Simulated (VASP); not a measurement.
# BAs (Pm-3m) in VASP: single point with PBE

Aim: the single point of BAs with PBE.

Program: VASP 6.6.1. These are calculated values, not measurements. Logs are shortened: lines on timing, memory, paths and dates and some standing lists are left out, and cuts for length are marked.

**1. The cell of the first run**

Symmetry: Pm-3m, No. 221, cubic system. The conventional cell has a = 2.951 Å, b = 2.951 Å, c = 2.951 Å, α = 90.00°, β = 90.00°, γ = 90.00°. B (site symmetry m-3m) has 8 As at 2.56 Å and 6 B at 2.95 Å within 3.4 Å. Within 3.4 Å of As (site symmetry m-3m) lie 8 B at 2.56 Å and 6 As at 2.95 Å.

The cell was built from a structure type or drawn by symmetry, and may not be a known phase.

**2. Single point, PBE**

INCAR

```
ALGO = Normal
EDIFF = 1E-6
ENCUT = 500
GGA = PE
GGA_COMPAT = F
ISIF = 2
ISMEAR = 0
LASPH = T
LCHARG = F
LREAL = F
LWAVE = F
NBANDS = 11
NELM = 120
PREC = Accurate
SIGMA = 0.2
```

KPOINTS

```
k-points
0
Gamma
  6 6 6
```

POSCAR

```
BAs
1.0
    2.9506327490      0.0000000000      0.0000000000
    0.0000000000      2.9506327490      0.0000000000
    0.0000000000      0.0000000000      2.9506327490
B As
1 1
Direct
    0.5000000000      0.5000000000      0.5000000000
    0.0000000000      0.0000000000      0.0000000000
```

Potentials or basis: VASP PAW PBE potentials, release 64 (B, As).

Launch:

```console
$ cat potpaw_PBE.64/B/POTCAR potpaw_PBE.64/As/POTCAR > POTCAR
$ mpirun -np 1 vasp_std > vasp.out
```

OUTCAR:

```text
EDIFF = 1E-6
   ENCUT = 500
   GGA = PE
   ISIF = 2
   ISMEAR = 0
   LASPH = T
   LREAL = F
   NELM = 120
   PREC = Accurate

 ion  position               nearest neighbor table
   1  0.500  0.500  0.500-
   2  0.000  0.000  0.000-

  LATTYP: Found a simple cubic cell.
 ALAT       =     2.9506327490

  Lattice vectors:

 A1 = (   2.9506327490,   0.0000000000,   0.0000000000)
 A2 = (   0.0000000000,   2.9506327490,   0.0000000000)
 A3 = (   0.0000000000,   0.0000000000,   2.9506327490)

Analysis of symmetry for initial positions (statically):
=====================================================================
 Subroutine PRICEL returns:
 Original cell was already a primitive cell.

 Routine SETGRP: Setting up the symmetry group for a
 simple cubic supercell.

 Subroutine GETGRP returns: Found 48 space group operations
 (whereof 48 operations were pure point group operations)
 out of a pool of 48 trial point group operations.

The static configuration has the point symmetry O_h .

Analysis of symmetry for dynamics (positions and initial velocities):
=====================================================================
 Subroutine PRICEL returns:
 Original cell was already a primitive cell.

 Routine SETGRP: Setting up the symmetry group for a
 simple cubic supercell.

 Subroutine GETGRP returns: Found 48 space group operations
 (whereof 48 operations were pure point group operations)
 out of a pool of 48 trial point group operations.

The dynamic configuration has the point symmetry O_h .

 Subroutine INISYM returns: Found 48 space group operations
 (whereof 48 operations are pure point group operations),
 and found     1 'primitive' translations

----------------------------------------------------------------------------------------

                                     Primitive cell

  volume of cell :      25.6889

  direct lattice vectors                    reciprocal lattice vectors
     2.950632749  0.000000000  0.000000000     0.338910358  0.000000000  0.000000000
     0.000000000  2.950632749  0.000000000     0.000000000  0.338910358  0.000000000
     0.000000000  0.000000000  2.950632749     0.000000000  0.000000000  0.338910358

  length of vectors
     2.950632749  2.950632749  2.950632749     0.338910358  0.338910358  0.338910358

  position of ions in fractional coordinates (direct lattice)
     0.500000000  0.500000000  0.500000000
     0.000000000  0.000000000  0.000000000

  ion indices of the primitive-cell ions
   primitive index   ion index
                 1           1
                 2           2

----------------------------------------------------------------------------------------

 KPOINTS: k-points

Automatic generation of k-mesh.
 Grid dimensions read from file:
 generate k-points for:    6    6    6

 Generating k-lattice:

  Cartesian coordinates                     Fractional coordinates (reciprocal lattice)
     0.056485060  0.000000000  0.000000000     0.166666667  0.000000000  0.000000000
     0.000000000  0.056485060  0.000000000     0.000000000  0.166666667  0.000000000
     0.000000000  0.000000000  0.056485060     0.000000000  0.000000000  0.166666667

  Length of vectors
     0.056485060  0.056485060  0.056485060

  Shift w.r.t. Gamma in fractional coordinates (k-lattice)
     0.000000000  0.000000000  0.000000000

 Subroutine IBZKPT returns following result:
 ===========================================

 Found     20 irreducible k-points:

 Following reciprocal coordinates:
            Coordinates               Weight
  0.000000  0.000000  0.000000      1.000000
  0.166667  0.000000  0.000000      6.000000
  0.333333  0.000000  0.000000      6.000000
  0.500000  0.000000  0.000000      3.000000
  0.166667  0.166667  0.000000     12.000000
  0.333333  0.166667  0.000000     24.000000
[... 12 lines left out ...]
  0.500000  0.500000  0.333333      6.000000
  0.500000  0.500000  0.500000      1.000000
   k-points           NKPTS =     20   k-points in BZ     NKDIM =     20   number of bands    NBANDS=     11
   number of dos      NEDOS =    301   number of ions     NIONS =      2
   total plane-waves  NPLWV =  13824
   dimension x,y,z NGX =    24 NGY =   24 NGZ =   24
   dimension x,y,z NGXF=    48 NGYF=   48 NGZF=   48
   ions per type =               1   1
   NGX,Y,Z   is equivalent  to a cutoff of  13.52, 13.52, 13.52 a.u.
   NGXF,Y,Z  is equivalent  to a cutoff of  27.04, 27.04, 27.04 a.u.
 SYSTEM =  unknown system
   PREC   = accura    normal or accurate (medium, high low for compatibility)
   ISTART =      0    job   : 0-new  1-cont  2-samecut
   ICHARG =      2    charge: 1-file 2-atom 10-const
   ISPIN  =      1    spin polarized calculation?
   LNONCOLLINEAR =      F non collinear calculations
   LSORBIT =      F    spin-orbit coupling
   LASPH  =      T    aspherical Exc in radial PAW
   ENCUT  =  500.0 eV  36.75 Ry    6.06 a.u.   5.38  5.38  5.38*2*pi/ulx,y,z
   NELM   =    120;   NELMIN=  2; NELMDL= -5     # of ELM steps
   EDIFF  = 0.1E-05   stopping-criterion for ELM
   LREAL  =      F    real-space projection
   EDIFFG = 0.1E-04   stopping-criterion for IOM
   NSW    =      0    number of steps for IOM
   IBRION =     -1    ionic relax: 0-MD 1-quasi-New 2-CG
   NFREE  =      0    steps in history (QN), initial steepest desc. (CG)
   ISIF   =      2    stress and relaxation
   ISYM   =      2    0-nonsym 1-usesym 2-fastsym
   POTIM  = 0.5000    time-step for ionic-motion
   TEBEG  =    0.0;   TEEND  =   0.0 temperature during run
   PSTRESS=    0.0 pullay stress
   NELECT =       8.0000    total number of electrons
   NUPDOWN=      -1.0000    fix difference up-down
   EMIN   =  10.00;   EMAX   =-10.00  energy-range for DOS
   EFERMI =   0.00;   METHOD = LEGACY
   ISMEAR =     0;   SIGMA  =   0.20  broadening in eV -4-tet -1-fermi 0-gaus
   EFERMI_NEDOS =   21; number of points for ismear=-14 and -15
   IALGO  =     38    algorithm
   IMIX   =      4    mixing-type and parameters
     AMIX     =   0.40;   BMIX     =  1.00
     AMIX_MAG =   1.60;   BMIX_MAG =  1.00
  volume/ion in A,a.u.               =      12.84        86.68
  Fermi-wavevector in a.u.,A,eV,Ry     =   1.109659  2.096952 16.753450  1.231344
  Thomas-Fermi vector in A             =   2.246202
   LORBIT       =      0    0 simple, 1 ext, 2 COOP (PROOUT), +10 PAW based schemes
   GGA     = PE    functional components
   LHFCALC =     F    Hartree Fock is set to
   AEXX    =    0.0000 exact exchange contribution
   IVDW    =     0    specifies the selected vdW correction
   LEPSILON=     F    determine dielectric tensor
   LRPA    =     F    only Hartree local field effects (RPA)
 non-spin polarized calculation
 Gauss-broadening in eV      SIGMA  =   0.20
  energy-cutoff  :      500.00
  volume of cell :       25.69
 maximum number of plane-waves:       672
 NGX is ok and might be reduce to    24
   NGX = 11   NGY = 11   NGZ = 11

 number of electron       7.9999999 magnetization

 Free energy of the ion-electron system (eV)
  ---------------------------------------------------
  ext. energy  EPLUGINS =         0.00000000
  ---------------------------------------------------
  free energy    TOTEN  =        -8.39596846 eV

  energy without entropy =       -8.37884843  energy(sigma->0) =       -8.38740845

 E-fermi :   7.0092     XC(G=0): -11.3629

 val. band max:        6.6038811277   @ k =   0.1667   0.0000   0.0000
 cond. band min:       7.0372266164   @ k =   0.1667   0.1667   0.0000
 fundamental gap:      0.4333454887
 Fermi energy:         7.0092209500

 k-point     1 :       0.0000    0.0000    0.0000
  band No.  band energies     occupation
      1      -8.5966      2.00000
      2       6.1605      2.00000
      3       6.1605      2.00000
      4       6.1605      2.00000
      5       6.5951      1.99659
      6      12.6582      0.00000
      7      12.6582      0.00000
      8      16.1290      0.00000
      9      16.1290      0.00000
     10      16.1290      0.00000
     11      25.7287      0.00000

 k-point     2 :       0.1667    0.0000    0.0000
  band No.  band energies     occupation
      1      -8.1664      2.00000
      2       2.7946      2.00000
      3       6.6039      1.99585
      4       6.6039      1.99585
      5       8.0553      0.00000
      6      13.1016      0.00000
      7      14.6251      0.00000
      8      15.0542      0.00000
      9      15.0542      0.00000
     10      16.1341      0.00000
     11      24.3084      0.00000

 k-point     3 :       0.3333    0.0000    0.0000
  band No.  band energies     occupation
      1      -6.9363      2.00000
      2      -0.8459      2.00000
      3       7.9061      0.00000
      4       7.9061      0.00000
      5       9.1721      0.00000
      6      12.5883      0.00000
      7      12.5883      0.00000
      8      12.9334      0.00000
      9      14.4025      0.00000
     10      20.2467      0.00000
     11      21.3146      0.00000

 k-point     4 :       0.5000    0.0000    0.0000
  band No.  band energies     occupation
      1      -5.7090      2.00000
      2      -2.9206      2.00000
      3       9.7963      0.00000
      4       9.7963      0.00000
      5      10.1753      0.00000
      6      10.1753      0.00000
      7      10.2826      0.00000
      8      11.4063      0.00000
      9      15.8982      0.00000
     10      17.8298      0.00000
     11      25.2178      0.00000
[... 183 lines left out ...]
 k-point    18 :       0.5000    0.3333    0.3333
  band No.  band energies     occupation
      1      -2.4083      2.00000
      2       0.4552      2.00000
      3       3.5985      2.00000
      4       4.9202      2.00000
      5       4.9786      2.00000
      6       5.8668      2.00000
      7       9.9083      0.00000
      8       9.9574      0.00000
      9      23.5201      0.00000
     10      24.0914      0.00000
     11      24.7945      0.00000

 k-point    19 :       0.5000    0.5000    0.3333
  band No.  band energies     occupation
      1      -1.3130      2.00000
      2       2.1650      2.00000
      3       2.1650      2.00000
      4       2.9601      2.00000
      5       5.8032      2.00000
      6       7.0827      0.60327
      7       7.7190      0.00000
      8       7.7190      0.00000
      9      24.8428      0.00000
     10      25.1126      0.00000
     11      25.1126      0.00000

 k-point    20 :       0.5000    0.5000    0.5000
  band No.  band energies     occupation
      1      -0.3793      2.00000
      2       3.9845      2.00000
      3       3.9845      2.00000
      4       3.9845      2.00000
      5       4.3817      2.00000
      6       5.0809      2.00000
      7       5.0809      2.00000
      8       5.0809      2.00000
      9      26.1678      0.00000
     10      26.1678      0.00000
     11      26.1678      0.00000

------------------------ aborting loop because EDIFF is reached ----------------------------------------

  FORCE on cell =-STRESS in cart. coord.  units (eV):
  Direction    XX          YY          ZZ          XY          YZ          ZX
  --------------------------------------------------------------------------------------
  -------------------------------------------------------------------------------------
  Total       -0.0538172     -0.0538172     -0.0538172     -0.0000000      0.0000000     -0.0000000
  in kB       -3.3564989     -3.3564989     -3.3564989     -0.0000000      0.0000000     -0.0000000
  external PRESSURE =      -3.3564989 kB  Pullay stress =       0.0000000 kB

 VOLUME and BASIS-vectors are now :
 -----------------------------------------------------------------------------
  energy-cutoff  :      500.00
  volume of cell :       25.69
      direct lattice vectors                 reciprocal lattice vectors
     2.950632749  0.000000000  0.000000000     0.338910358  0.000000000  0.000000000
     0.000000000  2.950632749  0.000000000     0.000000000  0.338910358  0.000000000
     0.000000000  0.000000000  2.950632749     0.000000000  0.000000000  0.338910358

 POSITION                                       TOTAL-FORCE (eV/Angst)
 -----------------------------------------------------------------------------------
      1.47532      1.47532      1.47532         0.000000      0.000000      0.000000
      0.00000      0.00000      0.00000         0.000000      0.000000      0.000000
 -----------------------------------------------------------------------------------
    total drift:                                0.000000      0.000000     -0.000000

  FREE ENERGIE OF THE ION-ELECTRON SYSTEM (eV)
  ---------------------------------------------------
  free  energy   TOTEN  =        -8.3959684584 eV

  energy  without entropy=       -8.3788484350  energy(sigma->0) =       -8.38740845
```

Wall time 8.5 s (1 thread of Intel Xeon 8259CL, shared host); peak memory 0.14 GiB.

Results:

- Free energy: -8.3960 eV
- Pressure: -0.3 GPa
- Band gap on the k mesh: zero (bands 4 and 5 overlap by 5.41 eV)
